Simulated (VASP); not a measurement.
# B33N32 (a cell with a defect) in VASP: relaxation of the atoms with PBEsol

Aim: the relaxation of the atoms of B33N32 (a cell with a defect) with PBEsol.

Everything below comes from runs of VASP 6.6.1. Logs are shortened: lines on timing, memory, paths and dates and some standing lists are left out, and cuts for length are marked.

### Step 1. The cell of the first run

The cell holds a defect, 65 atoms: a = 7.212 Å, b = 7.212 Å, c = 7.212 Å, α = 90.00°, β = 90.00°, γ = 90.00°.

### Step 2. Relaxation of the atoms, PBEsol

File INCAR:

```
SYSTEM = B33N32
  ALGO = Normal
  EDIFF = 1E-7
  EDIFFG = -0.03
  ENCUT = 520
  GGA = PS
  IBRION = 2
  ISIF = 2
  ISMEAR = -1
  ISYM = 0
  LASPH = .True.
  LCHARG = .False.
  LREAL = Auto
  LWAVE = .False.
  NCORE = 4
  NELECT = 256.0
  NELM = 80
  NSW = 100
  PREC = Accurate
  SIGMA = 0.05
```

File KPOINTS:

```
Automatic mesh
0
Gamma
  1 1 1
  0.25 0.25 0.25
```

File POSCAR:

```
B33N32
1.0
    7.2115910000      0.0000000000      0.0000000000
    0.0000000000      7.2115910000      0.0000000000
    0.0000000000      0.0000000000      7.2115910000
B N
33 32
Direct
    0.0011530000      0.9997150000      0.9959300000
    0.0028730000      0.0020140000      0.4937990000
    0.0012700000      0.5026420000      0.0028630000
    0.0004900000      0.4997070000      0.5016910000
    0.5008700000      0.0012820000      0.0001440000
    0.5040050000      0.0049520000      0.4961930000
    0.5027700000      0.4933040000      0.9998870000
    0.5034430000      0.4959340000      0.5037240000
    0.2510850000      0.2504040000      0.0013770000
    0.2484430000      0.2541160000      0.5014650000
    0.2547220000      0.7527740000      0.9953270000
    0.2493760000      0.7500060000      0.4982700000
    0.7493970000      0.2561410000      0.9957200000
    0.7537710000      0.2520490000      0.4987110000
    0.7498630000      0.7529670000      0.0010770000
    0.7516130000      0.7494310000      0.5022040000
    0.2487400000      0.0015530000      0.2527070000
    0.2488180000      0.0016730000      0.7529720000
    0.2469000000      0.5046810000      0.2522430000
    0.2513550000      0.5031470000      0.7531330000
    0.7552600000      0.0004640000      0.2481890000
    0.7513970000      0.0034040000      0.7498410000
    0.7517040000      0.5005910000      0.2509080000
    0.7536480000      0.5051680000      0.7484920000
    0.9984550000      0.2485540000      0.2500330000
    0.0013570000      0.2494230000      0.7474940000
    0.9960110000      0.7514660000      0.2447120000
    0.9970460000      0.7545150000      0.7488350000
    0.5006410000      0.2511290000      0.2517920000
    0.4962910000      0.2488950000      0.7521260000
    0.4969020000      0.7492470000      0.2556910000
    0.4998470000      0.7493230000      0.7508530000
    0.3735200000      0.3724350000      0.3723760000
    0.1275450000      0.1245220000      0.1243570000
    0.1271120000      0.1263560000      0.6256330000
    0.1230280000      0.6201270000      0.1268990000
    0.1189200000      0.6253900000      0.6285580000
    0.6212820000      0.1185030000      0.1251690000
    0.6228890000      0.1270950000      0.6235670000
    0.6238120000      0.6247390000      0.1224380000
    0.6286760000      0.6249350000      0.6237830000
    0.3820050000      0.3685130000      0.1254550000
    0.3751830000      0.3756510000      0.6225410000
    0.3708210000      0.8750750000      0.1261010000
    0.3763960000      0.8771000000      0.6276460000
    0.8741100000      0.3728460000      0.1285860000
    0.8766970000      0.3783230000      0.6241860000
    0.8694370000      0.8711090000      0.1252000000
    0.8774840000      0.8740090000      0.6258200000
    0.3744820000      0.1253020000      0.3716870000
    0.3793260000      0.1289970000      0.8820610000
    0.3751750000      0.6280130000      0.3753840000
    0.3712940000      0.6264070000      0.8723410000
    0.8768030000      0.1223800000      0.3719500000
    0.8807850000      0.1273900000      0.8747960000
    0.8765720000      0.6223850000      0.3751130000
    0.8734970000      0.6265780000      0.8734730000
    0.1272530000      0.3753000000      0.3750480000
    0.1240030000      0.3712860000      0.8684990000
    0.1248660000      0.8749050000      0.3769740000
    0.1293760000      0.8719880000      0.8691440000
    0.6262470000      0.3728140000      0.3755080000
    0.6236280000      0.3762500000      0.8732430000
    0.6252660000      0.8759070000      0.3737270000
    0.6199260000      0.8717690000      0.8772400000
```

Potentials or basis: VASP PAW PBE potentials, release 64 (B, N).

The run is started by

```console
$ cat potpaw_PBE.64/B/POTCAR potpaw_PBE.64/N/POTCAR > POTCAR
$ mpirun -np 4 vasp_std > vasp.out
```

OUTCAR:

```text
SYSTEM = B33N32
   EDIFF = 1E-7
   EDIFFG = -0.03
   ENCUT = 520
   GGA = PS
   IBRION = 2
   ISIF = 2
   ISMEAR = -1
   ISYM = 0
   LASPH = .True.
   LREAL = Auto
   NELECT = 256.0
   NELM = 80
   NSW = 100
   PREC = Accurate

 ion  position               nearest neighbor table
   1  0.001  1.000  0.996-  55 1.54  34 1.58  61 1.59  48 1.62
   2  0.003  0.002  0.494-  60 1.52  54 1.53  35 1.58  49 1.61
   3  0.001  0.503  0.003-  36 1.51  57 1.59  46 1.59  59 1.62
   4  0.000  0.500  0.502-  47 1.53  37 1.55  56 1.55  58 1.57
   5  0.501  0.001  0.000-  38 1.51  51 1.53  65 1.55  44 1.59
   6  0.504  0.005  0.496-  39 1.53  64 1.55  50 1.56  45 1.61
   7  0.503  0.493  1.000-  63 1.52  42 1.55  40 1.56  53 1.63
   8  0.503  0.496  0.504-  43 1.53  62 1.56  41 1.56  33 1.60  52 1.62
   9  0.251  0.250  0.001-  51 1.54  34 1.55  42 1.55  59 1.59
  10  0.248  0.254  0.501-  58 1.54  43 1.54  33 1.55  35 1.55  50 1.60
  11  0.255  0.753  0.995-  53 1.52  44 1.54  61 1.54  36 1.65
  12  0.249  0.750  0.498-  52 1.54  60 1.54  45 1.60  37 1.60
  13  0.749  0.256  0.996-  63 1.53  46 1.56  55 1.59  38 1.65
  14  0.754  0.252  0.499-  62 1.55  47 1.56  54 1.58  39 1.59
  15  0.750  0.753  0.001-  48 1.51  65 1.55  40 1.56  57 1.57
  16  0.752  0.749  0.502-  41 1.54  49 1.56  56 1.58  64 1.59
  17  0.249  0.002  0.253-  50 1.53  34 1.55  60 1.56  44 1.56
  18  0.249  0.002  0.753-  61 1.52  35 1.56  45 1.57  51 1.61
  19  0.247  0.505  0.252-  36 1.52  58 1.55  52 1.56  33 1.58  42 1.66
  20  0.251  0.503  0.753-  53 1.51  59 1.56  37 1.58  43 1.59
  21  0.755  0.000  0.248-  48 1.53  54 1.53  38 1.56  64 1.58
  22  0.751  0.003  0.750-  55 1.58  39 1.58  49 1.58  65 1.63
  23  0.752  0.501  0.251-  56 1.54  46 1.55  62 1.57  40 1.58
  24  0.754  0.505  0.748-  57 1.53  41 1.54  47 1.56  63 1.60
  25  0.998  0.249  0.250-  54 1.54  46 1.54  34 1.58  58 1.58
  26  0.001  0.249  0.747-  59 1.52  55 1.54  35 1.54  47 1.57
  27  0.996  0.751  0.245-  48 1.52  36 1.57  56 1.58  60 1.60
  28  0.997  0.755  0.749-  49 1.51  61 1.54  37 1.55  57 1.57
  29  0.501  0.251  0.252-  42 1.51  33 1.54  62 1.54  50 1.55  38 1.58
  30  0.496  0.249  0.752-  51 1.53  63 1.57  39 1.57  43 1.57
  31  0.497  0.749  0.256-  52 1.51  64 1.55  44 1.59  40 1.60
  32  0.500  0.749  0.751-  65 1.54  53 1.55  45 1.56  41 1.58
  33  0.374  0.372  0.372-  29 1.54  10 1.55  19 1.58   8 1.60  58 1.78  42 1.78  50 1.78  43 1.80
                            62 1.82  52 1.84
  34  0.128  0.125  0.124-   9 1.55  17 1.55  25 1.58   1 1.58
  35  0.127  0.126  0.626-  26 1.54  10 1.55  18 1.56   2 1.58
  36  0.123  0.620  0.127-   3 1.51  19 1.52  27 1.57  11 1.65
  37  0.119  0.625  0.629-   4 1.55  28 1.55  20 1.58  12 1.60
  38  0.621  0.119  0.125-   5 1.51  21 1.56  29 1.58  13 1.65
  39  0.623  0.127  0.624-   6 1.53  30 1.57  22 1.58  14 1.59
  40  0.624  0.625  0.122-   7 1.56  15 1.56  23 1.58  31 1.60
  41  0.629  0.625  0.624-  16 1.54  24 1.54   8 1.56  32 1.58
  42  0.382  0.369  0.125-  29 1.51   7 1.55   9 1.55  19 1.66  33 1.78
  43  0.375  0.376  0.623-   8 1.53  10 1.54  30 1.57  20 1.59  33 1.80
  44  0.371  0.875  0.126-  11 1.54  17 1.56  31 1.59   5 1.59
  45  0.376  0.877  0.628-  32 1.56  18 1.57  12 1.60   6 1.61
  46  0.874  0.373  0.129-  25 1.54  23 1.55  13 1.56   3 1.59
  47  0.877  0.378  0.624-   4 1.53  24 1.56  14 1.56  26 1.57
  48  0.869  0.871  0.125-  15 1.51  27 1.52  21 1.53   1 1.62
  49  0.877  0.874  0.626-  28 1.51  16 1.56  22 1.58   2 1.61
  50  0.374  0.125  0.372-  17 1.53  29 1.55   6 1.56  10 1.60  33 1.78
  51  0.379  0.129  0.882-  30 1.53   5 1.53   9 1.54  18 1.61
  52  0.375  0.628  0.375-  31 1.51  12 1.54  19 1.56   8 1.62  33 1.84
  53  0.371  0.626  0.872-  20 1.51  11 1.52  32 1.55   7 1.63
  54  0.877  0.122  0.372-  21 1.53   2 1.53  25 1.54  14 1.58
  55  0.881  0.127  0.875-   1 1.54  26 1.54  22 1.58  13 1.59
  56  0.877  0.622  0.375-  23 1.54   4 1.55  16 1.58  27 1.58
  57  0.873  0.627  0.873-  24 1.53  28 1.57  15 1.57   3 1.59
  58  0.127  0.375  0.375-  10 1.54  19 1.55   4 1.57  25 1.58  33 1.78
  59  0.124  0.371  0.868-  26 1.52  20 1.56   9 1.59   3 1.62
  60  0.125  0.875  0.377-   2 1.52  12 1.54  17 1.56  27 1.60
  61  0.129  0.872  0.869-  18 1.52  28 1.54  11 1.54   1 1.59
  62  0.626  0.373  0.376-  29 1.54  14 1.55   8 1.56  23 1.57  33 1.82
  63  0.624  0.376  0.873-   7 1.52  13 1.53  30 1.57  24 1.60
  64  0.625  0.876  0.374-   6 1.55  31 1.55  21 1.58  16 1.59
  65  0.620  0.872  0.877-  32 1.54   5 1.55  15 1.55  22 1.63

IMPORTANT INFORMATION: All symmetrisations will be switched off!
NOSYMM: (Re-)initialisation of all symmetry stuff for point group C_1.

[... 191 lines left out ...]
   ISTART =      0    job   : 0-new  1-cont  2-samecut
   ICHARG =      2    charge: 1-file 2-atom 10-const
   ISPIN  =      1    spin polarized calculation?
   LNONCOLLINEAR =      F non collinear calculations
   LSORBIT =      F    spin-orbit coupling
   LASPH  =      T    aspherical Exc in radial PAW
   ENCUT  =  520.0 eV  38.22 Ry    6.18 a.u.  13.41 13.41 13.41*2*pi/ulx,y,z
   NELM   =     80;   NELMIN=  2; NELMDL= -5     # of ELM steps
   EDIFF  = 0.1E-06   stopping-criterion for ELM
   LREAL  =      T    real-space projection
   EDIFFG = -.3E-01   stopping-criterion for IOM
   NSW    =    100    number of steps for IOM
   IBRION =      2    ionic relax: 0-MD 1-quasi-New 2-CG
   NFREE  =      1    steps in history (QN), initial steepest desc. (CG)
   ISIF   =      2    stress and relaxation
   ISYM   =      0    0-nonsym 1-usesym 2-fastsym
   POTIM  = 0.5000    time-step for ionic-motion
   TEBEG  =    0.0;   TEEND  =   0.0 temperature during run
   PSTRESS=    0.0 pullay stress
   NELECT =     256.0000    total number of electrons
   NUPDOWN=      -1.0000    fix difference up-down
   EMIN   =  10.00;   EMAX   =-10.00  energy-range for DOS
   EFERMI =   0.00;   METHOD = LEGACY
   ISMEAR =    -1;   SIGMA  =   0.05  broadening in eV -4-tet -1-fermi 0-gaus
   EFERMI_NEDOS =   21; number of points for ismear=-14 and -15
   IALGO  =     38    algorithm
   IMIX   =      4    mixing-type and parameters
     AMIX     =   0.40;   BMIX     =  1.00
     AMIX_MAG =   1.60;   BMIX_MAG =  1.00
  volume/ion in A,a.u.               =       5.77        38.94
  Fermi-wavevector in a.u.,A,eV,Ry     =   1.441420  2.723888 28.268692  2.077690
  Thomas-Fermi vector in A             =   2.560054
   LORBIT       =      0    0 simple, 1 ext, 2 COOP (PROOUT), +10 PAW based schemes
   GGA     = PS    functional components
   LHFCALC =     F    Hartree Fock is set to
   AEXX    =    0.0000 exact exchange contribution
   IVDW    =     0    specifies the selected vdW correction
   LEPSILON=     F    determine dielectric tensor
   LRPA    =     F    only Hartree local field effects (RPA)
 conjugate gradient relaxation of ions
 non-spin polarized calculation
  energy-cutoff  :      520.00
  volume of cell :      375.05
 maximum number of plane-waves:     10107
 NGX is ok and might be reduce to    54
   NGX = 27   NGY = 27   NGZ = 27

--------------------------------------- Ionic step        1  -------------------------------------------

 number of electron     256.0000020 magnetization

 Free energy of the ion-electron system (eV)
  ---------------------------------------------------
  ext. energy  EPLUGINS =         0.00000000
  ---------------------------------------------------
  free energy    TOTEN  =      -607.97500115 eV

  energy without entropy =     -607.97500115  energy(sigma->0) =     -607.97500115

------------------------ aborting loop because EDIFF is reached ----------------------------------------

  FORCE on cell =-STRESS in cart. coord.  units (eV):
  Direction    XX          YY          ZZ          XY          YZ          ZX
  --------------------------------------------------------------------------------------
  -------------------------------------------------------------------------------------
  Total      -17.7651682    -19.0456724    -18.7559771     -0.3505369     -0.3254772     -0.0540439
  in kB      -75.8903649    -81.3605036    -80.1229649     -1.4974455     -1.3903938     -0.2308680
  external PRESSURE =     -79.1246111 kB  Pullay stress =       0.0000000 kB
[... 278 lines left out ...]
  FREE ENERGIE OF THE ION-ELECTRON SYSTEM (eV)
  ---------------------------------------------------
  free  energy   TOTEN  =      -611.8360992286 eV

  energy  without entropy=     -611.8360992286  energy(sigma->0) =     -611.83609923

[... ionic steps 4 to 14 ...]

--------------------------------------- Ionic step       15  -------------------------------------------

 number of electron     256.0000072 magnetization

------------------------ aborting loop because EDIFF is reached ----------------------------------------
[... 193 lines left out ...]
--------------------------------------- Ionic step       17  -------------------------------------------

 number of electron     256.0000073 magnetization

 Free energy of the ion-electron system (eV)
  ---------------------------------------------------
  ext. energy  EPLUGINS =         0.00000000
  ---------------------------------------------------
  free energy    TOTEN  =      -612.44470029 eV

  energy without entropy =     -612.44470029  energy(sigma->0) =     -612.44470029

 E-fermi :   8.4990     XC(G=0): -13.0663

 val. band max:        7.2050387070   @ k =   0.2500   0.2500   0.2500
 cond. band min:      11.6622853993   @ k =  -0.2500   0.2500   0.2500
 fundamental gap:      4.4572466924
 Fermi energy:         8.4990337318

 k-point     1 :       0.2500    0.2500    0.2500
  band No.  band energies     occupation
      1     -13.2781      2.00000
      2     -11.8628      2.00000
      3     -11.4723      2.00000
      4     -11.4608      2.00000
      5     -10.7222      2.00000
      6     -10.4615      2.00000
[... 561 lines left out ...]
    139      15.2808      0.00000
    140      15.3074      0.00000
 [bands above 140 left out]

------------------------ aborting loop because EDIFF is reached ----------------------------------------

  FORCE on cell =-STRESS in cart. coord.  units (eV):
  Direction    XX          YY          ZZ          XY          YZ          ZX
  --------------------------------------------------------------------------------------
  -------------------------------------------------------------------------------------
  Total      -23.5717289    -23.5666504    -23.5248260     -0.7489659     -0.1100824     -0.2373682
  in kB     -100.6951969   -100.6735021   -100.4948344     -3.1994798     -0.4702568     -1.0140044
  external PRESSURE =    -100.6211778 kB  Pullay stress =       0.0000000 kB
[... 80 lines left out ...]
  FREE ENERGIE OF THE ION-ELECTRON SYSTEM (eV)
  ---------------------------------------------------
  free  energy   TOTEN  =      -612.4447002922 eV

  energy  without entropy=     -612.4447002922  energy(sigma->0) =     -612.44470029

 reached required accuracy - stopping structural energy minimisation
```

Run time: 21 min. Hardware: 4 MPI ranks of AMD EPYC 7R13 (Zen 3), shared host; peak memory 0.22 GiB.

Results:

| Property | Result |
| --- | --- |
| Free energy | -612.4447 eV |
| Energy gained by relaxing | 68.8 meV/atom |
| Ionic steps | 17 |
| Largest force after relaxing | 0.030 eV/Å |

Forces on the atoms (eV/Å):
```
B    0.005 -0.008  0.002
B    0.001 -0.002  0.007
B    0.000  0.006 -0.002
B   -0.003  0.003  0.003
B    0.002 -0.005 -0.001
B   -0.003  0.002  0.001
B   -0.007  0.003 -0.004
B   -0.008 -0.011 -0.002
B   -0.002  0.003 -0.001
B    0.001  0.003  0.009
B   -0.005 -0.002 -0.002
B   -0.001 -0.001  0.001
B    0.004 -0.005 -0.003
B    0.001 -0.001  0.000
B   -0.002 -0.001  0.003
B    0.003  0.000  0.007
B    0.000 -0.001  0.004
B   -0.004 -0.001  0.002
B   -0.013  0.020 -0.007
B   -0.001 -0.001  0.001
B    0.004 -0.008 -0.006
B   -0.003 -0.001  0.001
B   -0.002  0.000  0.001
B    0.000  0.006  0.000
B    0.002 -0.001 -0.001
B    0.003 -0.004 -0.002
B    0.001  0.000 -0.003
B    0.002 -0.002  0.003
B    0.003  0.003  0.009
B   -0.002  0.004  0.001
B   -0.005 -0.003  0.001
B    0.000 -0.004  0.000
B   -0.005 -0.015 -0.025
N    0.000  0.005  0.003
N    0.001  0.004 -0.004
N    0.008 -0.007  0.005
N   -0.002 -0.004 -0.001
N    0.010 -0.008 -0.007
N   -0.003  0.002 -0.001
N    0.001 -0.002  0.008
N    0.002  0.000 -0.001
N    0.002 -0.001  0.004
N    0.002  0.001  0.001
N    0.007  0.004 -0.005
N    0.001  0.004  0.000
N   -0.005 -0.001 -0.004
N    0.002 -0.001  0.002
N   -0.004  0.006 -0.002
N   -0.002  0.003 -0.002
N    0.002  0.000 -0.006
N    0.000 -0.005  0.002
N    0.000  0.002  0.004
N    0.007  0.002  0.005
N   -0.001  0.001 -0.002
N   -0.003  0.003  0.004
N   -0.001  0.005  0.001
N   -0.004 -0.001 -0.002
N    0.002  0.003  0.001
N   -0.006 -0.001  0.004
N   -0.007  0.001  0.001
N    0.002  0.005 -0.001
N    0.003 -0.002 -0.001
N    0.007 -0.003  0.000
N    0.008  0.004 -0.002
N    0.003  0.005  0.000
```

Step by step:
| step | energy change (eV) | largest force (eV/Å) | pressure (GPa) |
| --- | --- | --- | --- |
| 1 | 0.0000 | 10.0608 | -7.91 |
| 2 | 16.0009 | 44.2715 | 5.08 |
| 3 | -3.8611 | 3.2402 | -9.36 |
| 4 | -3.8775 | 2.8332 | -9.43 |
| 5 | -3.9855 | 2.7314 | -10.10 |
| 6 | -4.3513 | 0.9213 | -10.04 |
| 7 | -4.4234 | 0.7797 | -10.02 |
| 8 | -4.4474 | 0.2545 | -10.05 |
| 9 | -4.4621 | 0.2459 | -10.09 |
| 10 | -4.4633 | 0.1879 | -10.09 |
| 11 | -4.4675 | 0.1293 | -10.06 |
| 12 | -4.4676 | 0.1034 | -10.06 |
| 13 | -4.4691 | 0.0808 | -10.06 |
| 14 | -4.4691 | 0.0653 | -10.06 |
| 15 | -4.4696 | 0.0349 | -10.06 |
| 16 | -4.4696 | 0.0347 | -10.06 |
| 17 | -4.4697 | 0.0299 | -10.06 |

Final structure:
```
CELL_PARAMETERS angstrom
7.21159 0.00000 0.00000
0.00000 7.21159 0.00000
0.00000 0.00000 7.21159
ATOMIC_POSITIONS crystal
B 0.99934 0.99937 0.99881
B 0.99800 0.99799 0.50005
B 0.99774 0.50049 0.99731
B 0.99804 0.50424 0.50378
B 0.50052 0.99766 0.99725
B 0.50429 0.99802 0.50381
B 0.50429 0.50426 0.99775
B 0.51157 0.51183 0.51236
B 0.24654 0.24649 0.99776
B 0.23845 0.23866 0.51360
B 0.25016 0.75299 0.99732
B 0.24656 0.75275 0.50365
B 0.75303 0.25017 0.99726
B 0.75272 0.24653 0.50367
B 0.75136 0.75131 0.99876
B 0.75250 0.75250 0.50004
B 0.24667 0.99813 0.24616
B 0.25018 0.99800 0.75229
B 0.23682 0.51464 0.23766
B 0.24671 0.50398 0.75242
B 0.75303 0.99769 0.24974
B 0.75140 0.99924 0.75082
B 0.75269 0.50400 0.24619
B 0.75251 0.50049 0.75210
B 0.99811 0.24667 0.24622
B 0.99800 0.25019 0.75230
B 0.99773 0.75298 0.24972
B 0.99927 0.75136 0.75082
B 0.51485 0.23663 0.23726
B 0.50397 0.24669 0.75241
B 0.50399 0.75269 0.24620
B 0.50051 0.75252 0.75210
B 0.37442 0.37364 0.36987
N 0.12460 0.12459 0.12421
N 0.12159 0.12157 0.62870
N 0.12103 0.62966 0.12063
N 0.12467 0.62611 0.62571
N 0.62976 0.12092 0.12051
N 0.62612 0.12463 0.62574
N 0.62613 0.62613 0.12421
N 0.62872 0.62873 0.62831
N 0.37540 0.37529 0.12763
N 0.37520 0.37520 0.62349
N 0.37533 0.87539 0.12517
N 0.37534 0.87538 0.62454
N 0.87541 0.37533 0.12518
N 0.87536 0.37534 0.62453
N 0.87537 0.87530 0.12470
N 0.87529 0.87524 0.62492
N 0.37563 0.12772 0.37469
N 0.37537 0.12563 0.87508
N 0.37498 0.62339 0.37454
N 0.37531 0.62502 0.87507
N 0.87542 0.12563 0.37489
N 0.87546 0.12519 0.87475
N 0.87534 0.62499 0.37488
N 0.87520 0.62542 0.87471
N 0.12764 0.37554 0.37472
N 0.12566 0.37535 0.87508
N 0.12568 0.87544 0.37488
N 0.12519 0.87542 0.87478
N 0.62330 0.37493 0.37452
N 0.62502 0.37532 0.87508
N 0.62500 0.87534 0.37488
N 0.62546 0.87513 0.87469
```

Caveat: the k points lie up to 0.87 Å⁻¹ apart; the cell carries a net charge on a neutralising background, which shifts energy and pressure; the cell is charged against a uniform background, so pressure and absolute levels hang on convention; the PAW data sets were made with another functional, which shifts forces and pressure a little.
